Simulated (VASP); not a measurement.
# BAs (I-4m2) in VASP: further runs

The runs below take BAs through single point, with PBE.

Everything below comes from runs of VASP 6.6.1. Logs are shortened: lines on timing, memory, paths and dates and some standing lists are left out, and cuts for length are marked.

## (1) The cell of the first run

Symmetry: I-4m2, No. 119, tetragonal system. The conventional cell has a = 3.648 Å, b = 3.648 Å, c = 4.777 Å, α = 90.00°, β = 90.00°, γ = 90.00°. Within 2.9 Å of B (site symmetry -4m2) lie 4 As at 2.18 Å. As (site symmetry -4m2) has 4 B at 2.18 Å within 2.9 Å.

## (2) Single point, PBE (strain +0.080 along x and y, +0.000 along z)

The input, INCAR:

```
PREC = Accurate
ENCUT = 520
EDIFF = 1E-6
ISMEAR = 0
SIGMA = 0.05
LREAL = False
LASPH = True
NELM = 100
ALGO = Normal
ISIF = 2
LWAVE = False
LCHARG = False
GGA = PE
NBANDS = 11
```

The input, KPOINTS:

```
regular mesh
0
Gamma
  10 10 10
```

The input, POSCAR:

```
BAs
1.0
    0.0000000000      2.5795800000      2.3885000000
    2.5795800000      0.0000000000      2.3885000000
    2.5795800000      2.5795800000      0.0000000000
B As
1 1
Direct
    0.0000000000      0.0000000000      0.0000000000
    0.7500000000      0.7500000000      0.7500000000
```

Potentials or basis: VASP PAW PBE potentials, release 64 (B, As).

The run is started by

```
> cat potpaw_PBE.64/B/POTCAR potpaw_PBE.64/As/POTCAR > POTCAR
> mpirun -np 1 vasp_std > vasp.out
```

OUTCAR:

```text
PREC = Accurate
   ENCUT = 520
   EDIFF = 1E-6
   ISMEAR = 0
   LREAL = False
   LASPH = True
   NELM = 100
   ISIF = 2
   GGA = PE

 ion  position               nearest neighbor table
   1  0.000  0.000  0.000-   2 2.18   2 2.18   2 2.18   2 2.18
   2  0.750  0.750  0.750-   1 2.18   1 2.18   1 2.18   1 2.18

  LATTYP: Found a body centered tetragonal cell.
 ALAT       =     3.6480770212
 C/A-ratio  =     1.3094570022

  Lattice vectors:

 A1 = (   0.0000000000,  -2.5795800000,  -2.3885000000)
 A2 = (   0.0000000000,   2.5795800000,  -2.3885000000)
 A3 = (   2.5795800000,   0.0000000000,   2.3885000000)

Analysis of symmetry for initial positions (statically):
=====================================================================
 Subroutine PRICEL returns:
 Original cell was already a primitive cell.

 Routine SETGRP: Setting up the symmetry group for a
 body centered tetragonal supercell.

 Subroutine GETGRP returns: Found  8 space group operations
 (whereof  8 operations were pure point group operations)
 out of a pool of 16 trial point group operations.

The static configuration has the point symmetry D_2d.

Analysis of symmetry for dynamics (positions and initial velocities):
=====================================================================
 Subroutine PRICEL returns:
 Original cell was already a primitive cell.

 Routine SETGRP: Setting up the symmetry group for a
 body centered tetragonal supercell.

 Subroutine GETGRP returns: Found  8 space group operations
 (whereof  8 operations were pure point group operations)
 out of a pool of 16 trial point group operations.

The dynamic configuration has the point symmetry D_2d.

 Subroutine INISYM returns: Found  8 space group operations
 (whereof  8 operations are pure point group operations),
 and found     1 'primitive' translations

----------------------------------------------------------------------------------------

                                     Primitive cell

  volume of cell :      31.7873

  direct lattice vectors                    reciprocal lattice vectors
     0.000000000  2.579580000  2.388500000    -0.193830003  0.193830003  0.209336404
     2.579580000  0.000000000  2.388500000     0.193830003 -0.193830003  0.209336404
     2.579580000  2.579580000  0.000000000     0.193830003  0.193830003 -0.209336404

  length of vectors
     3.515560443  3.515560443  3.648077021     0.344908495  0.344908495  0.344908495

  position of ions in fractional coordinates (direct lattice)
     0.000000000  0.000000000  0.000000000
     0.750000000  0.750000000  0.750000000

  ion indices of the primitive-cell ions
   primitive index   ion index
                 1           1
                 2           2

----------------------------------------------------------------------------------------

 KPOINTS: regular mesh

Automatic generation of k-mesh.
 Grid dimensions read from file:
 generate k-points for:   10   10   10

 Generating k-lattice:

  Cartesian coordinates                     Fractional coordinates (reciprocal lattice)
    -0.019383000  0.019383000  0.020933640     0.100000000  0.000000000  0.000000000
     0.019383000 -0.019383000  0.020933640     0.000000000  0.100000000  0.000000000
     0.019383000  0.019383000 -0.020933640     0.000000000  0.000000000  0.100000000

  Length of vectors
     0.034490850  0.034490850  0.034490850

  Shift w.r.t. Gamma in fractional coordinates (k-lattice)
     0.000000000  0.000000000  0.000000000

 Subroutine IBZKPT returns following result:
 ===========================================

 Found    102 irreducible k-points:

 Following reciprocal coordinates:
            Coordinates               Weight
  0.000000  0.000000  0.000000      1.000000
  0.100000  0.000000  0.000000      8.000000
  0.200000  0.000000  0.000000      8.000000
  0.300000  0.000000  0.000000      8.000000
  0.400000  0.000000  0.000000      8.000000
  0.500000  0.000000  0.000000      4.000000
[... 16 lines left out ...]
  0.300000  0.300000  0.000000      2.000000
  0.400000  0.300000  0.000000      8.000000
 [... further k-points ...]
   k-points           NKPTS =    102   k-points in BZ     NKDIM =    102   number of bands    NBANDS=     11
   number of dos      NEDOS =    301   number of ions     NIONS =      2
   total plane-waves  NPLWV =  21952
   dimension x,y,z NGX =    28 NGY =   28 NGZ =   28
   dimension x,y,z NGXF=    56 NGYF=   56 NGZF=   56
   ions per type =               1   1
   NGX,Y,Z   is equivalent  to a cutoff of  13.24, 13.24, 12.76 a.u.
   NGXF,Y,Z  is equivalent  to a cutoff of  26.48, 26.48, 25.52 a.u.
 SYSTEM =  unknown system
   PREC   = accura    normal or accurate (medium, high low for compatibility)
   ISTART =      0    job   : 0-new  1-cont  2-samecut
   ICHARG =      2    charge: 1-file 2-atom 10-const
   ISPIN  =      1    spin polarized calculation?
   LNONCOLLINEAR =      F non collinear calculations
   LSORBIT =      F    spin-orbit coupling
   LASPH  =      T    aspherical Exc in radial PAW
   ENCUT  =  520.0 eV  38.22 Ry    6.18 a.u.   6.54  6.54  6.78*2*pi/ulx,y,z
   NELM   =    100;   NELMIN=  2; NELMDL= -5     # of ELM steps
   EDIFF  = 0.1E-05   stopping-criterion for ELM
   LREAL  =      F    real-space projection
   EDIFFG = 0.1E-04   stopping-criterion for IOM
   NSW    =      0    number of steps for IOM
   IBRION =     -1    ionic relax: 0-MD 1-quasi-New 2-CG
   NFREE  =      0    steps in history (QN), initial steepest desc. (CG)
   ISIF   =      2    stress and relaxation
   ISYM   =      2    0-nonsym 1-usesym 2-fastsym
   POTIM  = 0.5000    time-step for ionic-motion
   TEBEG  =    0.0;   TEEND  =   0.0 temperature during run
   PSTRESS=    0.0 pullay stress
   NELECT =       8.0000    total number of electrons
   NUPDOWN=      -1.0000    fix difference up-down
   EMIN   =  10.00;   EMAX   =-10.00  energy-range for DOS
   EFERMI =   0.00;   METHOD = LEGACY
   ISMEAR =     0;   SIGMA  =   0.05  broadening in eV -4-tet -1-fermi 0-gaus
   EFERMI_NEDOS =   21; number of points for ismear=-14 and -15
   IALGO  =     38    algorithm
   IMIX   =      4    mixing-type and parameters
     AMIX     =   0.40;   BMIX     =  1.00
     AMIX_MAG =   1.60;   BMIX_MAG =  1.00
  volume/ion in A,a.u.               =      15.89       107.26
  Fermi-wavevector in a.u.,A,eV,Ry     =   1.033603  1.953226 14.535581  1.068335
  Thomas-Fermi vector in A             =   2.167858
   LORBIT       =      0    0 simple, 1 ext, 2 COOP (PROOUT), +10 PAW based schemes
   GGA     = PE    functional components
   LHFCALC =     F    Hartree Fock is set to
   AEXX    =    0.0000 exact exchange contribution
   IVDW    =     0    specifies the selected vdW correction
   LEPSILON=     F    determine dielectric tensor
   LRPA    =     F    only Hartree local field effects (RPA)
 non-spin polarized calculation
 Gauss-broadening in eV      SIGMA  =   0.05
  energy-cutoff  :      520.00
  volume of cell :       31.79
 maximum number of plane-waves:       877
 NGX is ok and might be reduce to    28
   NGX = 13   NGY = 13   NGZ = 13

 number of electron       8.0000000 magnetization

 Free energy of the ion-electron system (eV)
  ---------------------------------------------------
  ext. energy  EPLUGINS =         0.00000000
  ---------------------------------------------------
  free energy    TOTEN  =       -11.17527562 eV

  energy without entropy =      -11.17527562  energy(sigma->0) =      -11.17527562

 E-fermi :   5.1127     XC(G=0):  -9.9363

 val. band max:        4.9522343901   @ k =   0.0000   0.0000   0.0000
 cond. band min:       5.2781989222   @ k =   0.4000   0.4000   0.0000
 fundamental gap:      0.3259645321
 Fermi energy:         5.1126500724

 k-point     1 :       0.0000    0.0000    0.0000
  band No.  band energies     occupation
      1      -9.5488      2.00000
      2       4.3333      2.00000
      3       4.3333      2.00000
      4       4.9522      1.99999
      5       7.3109      0.00000
      6       7.3451      0.00000
      7       7.8304      0.00000
      8       7.8304      0.00000
      9      13.4581      0.00000
     10      15.9868      0.00000
     11      17.4920      0.00000

 k-point     2 :       0.1000    0.0000    0.0000
  band No.  band energies     occupation
      1      -9.4069      2.00000
      2       3.1659      2.00000
      3       4.0685      2.00000
      4       4.5477      2.00000
      5       7.2125      0.00000
      6       7.8596      0.00000
      7       8.1392      0.00000
      8       8.8031      0.00000
      9      14.0043      0.00000
     10      15.3241      0.00000
     11      16.2556      0.00000

 k-point     3 :       0.2000    0.0000    0.0000
  band No.  band energies     occupation
      1      -8.9910      2.00000
      2       1.0757      2.00000
      3       3.5365      2.00000
      4       4.0747      2.00000
      5       6.8784      0.00000
      6       8.5664      0.00000
      7       8.6763      0.00000
      8      10.5557      0.00000
      9      14.7857      0.00000
     10      14.9717      0.00000
     11      15.8407      0.00000

 k-point     4 :       0.3000    0.0000    0.0000
  band No.  band energies     occupation
      1      -8.3426      2.00000
      2      -0.9211      2.00000
      3       3.0448      2.00000
      4       3.6778      2.00000
      5       6.5359      0.00000
      6       8.9386      0.00000
      7       9.1661      0.00000
      8      12.0743      0.00000
      9      14.8507      0.00000
     10      15.6312      0.00000
     11      16.1824      0.00000
[... 239 lines left out ...]
 k-point    22 :      -0.2000    0.2000    0.0000
  band No.  band energies     occupation
      1      -8.1741      2.00000
      2      -0.4270      2.00000
      3       1.4156      2.00000
      4       3.0467      2.00000
      5       7.4201      0.00000
      6       9.3845      0.00000
      7      10.3449      0.00000
      8      10.8447      0.00000
      9      13.9741      0.00000
     10      15.7948      0.00000
     11      16.9144      0.00000

 k-point    23 :       0.3000    0.3000    0.0000
  band No.  band energies     occupation
      1      -7.7599      2.00000
      2      -0.1117      2.00000
      3       1.5090      2.00000
      4       1.5090      2.00000
      5       5.4739      0.00000
      6       7.9387      0.00000
      7      12.0751      0.00000
      8      12.0751      0.00000
      9      14.7526      0.00000
     10      18.1663      0.00000
     11      18.4848      0.00000

 k-point    24 :       0.4000    0.3000    0.0000
  band No.  band energies     occupation
      1      -7.1225      2.00000
      2      -1.2646      2.00000
      3       0.9972      2.00000
      4       1.2198      2.00000
      5       5.7265      0.00000
      6       7.5255      0.00000
      7      12.4261      0.00000
      8      12.5858      0.00000
      9      15.6795      0.00000
     10      18.9351      0.00000
     11      19.0767      0.00000

 [... further k-points ...]
[... 5 lines left out ...]
  --------------------------------------------------------------------------------------
  -------------------------------------------------------------------------------------
  Total       -3.3717301     -3.3717301     -0.9600318      0.0000000      0.0000000      0.0000000
  in kB     -169.9456832   -169.9456832    -48.3885890      0.0000000      0.0000000      0.0000000
  external PRESSURE =    -129.4266518 kB  Pullay stress =       0.0000000 kB

 VOLUME and BASIS-vectors are now :
 -----------------------------------------------------------------------------
  energy-cutoff  :      520.00
  volume of cell :       31.79
      direct lattice vectors                 reciprocal lattice vectors
     0.000000000  2.579580000  2.388500000    -0.193830003  0.193830003  0.209336404
     2.579580000  0.000000000  2.388500000     0.193830003 -0.193830003  0.209336404
     2.579580000  2.579580000  0.000000000     0.193830003  0.193830003 -0.209336404

 POSITION                                       TOTAL-FORCE (eV/Angst)
 -----------------------------------------------------------------------------------
      0.00000      0.00000      0.00000        -0.000000     -0.000000     -0.000000
      3.86937      3.86937      3.58275         0.000000      0.000000      0.000000
 -----------------------------------------------------------------------------------
    total drift:                               -0.000000     -0.000000      0.000000

  FREE ENERGIE OF THE ION-ELECTRON SYSTEM (eV)
  ---------------------------------------------------
  free  energy   TOTEN  =       -11.1752756182 eV

  energy  without entropy=      -11.1752756163  energy(sigma->0) =      -11.17527562
```

Run time: 46 s. Hardware: 1 thread of Intel Xeon 8259CL, shared host; peak memory 0.18 GiB.

What came out:

- Free energy: -11.1753 eV
- Pressure: -12.9 GPa
- Band gap on the k mesh: 0.33 eV, indirect (least direct gap 2.36 eV)

Levels at points of the mesh, in eV from the valence-band top:
```csv
k point,band 1,band 2,band 3,band 4,band 5,band 6,band 7,band 8
"(0.00, 0.00, 0.00)",-14.50,-0.62,-0.62,0.00,2.36,2.39,2.88,2.88
"(0.50, 0.00, 0.00)",-12.15,-8.15,-2.34,-1.61,1.27,3.94,4.56,8.12
"(0.50, 0.50, 0.00)",-10.77,-7.77,-4.28,-4.28,0.64,0.66,9.59,9.59
"(0.50, 0.00, 0.50)",-11.23,-8.30,-3.70,-3.60,1.43,1.46,8.98,9.64
```

Caveat: the cell differs from its parent crystal (strain +0.080 along x and y, +0.000 along z).

## (3) Single point, PBE (strain +0.080 along x and y, +0.040 along z)

The input, INCAR:

```
PREC = Accurate ; ENCUT = 520
EDIFF = 1E-6 ; ISMEAR = 0
SIGMA = 0.05 ; LREAL = F
LASPH = T ; NELM = 80
ALGO = Normal ; ISIF = 2
LWAVE = F ; LCHARG = F
GGA = PE ; NBANDS = 11
```

KPOINTS is that of step 2.

The input, POSCAR:

```
BAs
1.0
    0.0000000000      2.5795800000      2.4840400000
    2.5795800000      0.0000000000      2.4840400000
    2.5795800000      2.5795800000      0.0000000000
B As
1 1
Direct
    0.0000000000      0.0000000000      0.0000000000
    0.7500000000      0.7500000000      0.7500000000
```

Potentials or basis: VASP PAW PBE potentials, release 64 (B, As).

The run is started by

```
> cat potpaw_PBE.64/B/POTCAR potpaw_PBE.64/As/POTCAR > POTCAR
> mpirun -np 1 vasp_std > vasp.out
```

Wall time 46 s (1 thread of Intel Xeon 8259CL, shared host); peak memory 0.18 GiB.

The run converged. Its results:

```yaml
Free_energy: -11.1102 eV
Pressure: -15.5 GPa
Band_gap_on_the_k_mesh: 0.87 eV, indirect (least direct gap 2.18 eV)
```

Stress tensor (GPa, compression positive):
```
-17.53   0.00   0.00
  0.00 -17.53   0.00
  0.00   0.00 -11.49
```

Levels at points of the mesh, in eV from the valence-band top:
| k point | band 1 | band 2 | band 3 | band 4 | band 5 | band 6 | band 7 | band 8 |
| --- | --- | --- | --- | --- | --- | --- | --- | --- |
| (0.00, 0.00, 0.00) | -13.99 | -0.31 | -0.31 | 0.00 | 2.18 | 2.70 | 2.93 | 2.93 |
| (0.50, 0.00, 0.00) | -11.77 | -7.71 | -1.89 | -1.53 | 1.42 | 4.22 | 4.47 | 8.17 |
| (0.50, 0.50, 0.00) | -10.61 | -7.58 | -3.73 | -3.73 | 1.14 | 1.16 | 9.45 | 9.45 |
| (0.50, 0.00, 0.50) | -10.83 | -7.82 | -3.45 | -3.40 | 1.51 | 1.55 | 9.18 | 9.50 |

Caveat: the cell differs from its parent crystal (strain +0.080 along x and y, +0.040 along z). A k mesh can miss the band edges.
